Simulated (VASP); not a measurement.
Here is a VASP 6.6.1 calculation.

The input INCAR:

```
SYSTEM = LuBe3
PREC = Accurate ; ENCUT = 520
EDIFF = 1E-6 ; ISMEAR = 0
SIGMA = 0.1 ; LREAL = .False.
LASPH = .True. ; NELM = 100
ALGO = Normal ; ISIF = 2
LWAVE = .False. ; LCHARG = .False.
GGA = PE ; NBANDS = 24
```

KPOINTS

```
Automatic mesh
0
Gamma
  14 14 14
  0 0 0
```

Contents of POSCAR:

```
LuBe3
1.0
    0.0000000000      2.9381592971      2.9381592971
    2.9381592971      0.0000000000      2.9381592971
    2.9381592971      2.9381592971      0.0000000000
Lu Be
1 3
Direct
    0.0000000000      0.0000000000      0.0000000000
    0.5000000000      0.5000000000      0.5000000000
    0.2500000000      0.2500000000      0.2500000000
    0.7500000000      0.7500000000      0.7500000000
```

Potentials or basis: VASP PAW PBE potentials, release 64 (Lu, Be).

Launch:

```bash
$ cat potpaw_PBE.64/Lu/POTCAR potpaw_PBE.64/Be/POTCAR > POTCAR
$ mpirun -np 1 vasp_std > vasp.out
```

**Question.** Predict the band gap on the k mesh.

**Answer.** Zero (an odd number of electrons rules out a gap without spin polarisation).

**Question.** What does it give for the pressure?

**Answer.** 0.3 GPa.

Caveat: spin-orbit coupling is left out, which moves the levels of the heavy elements.
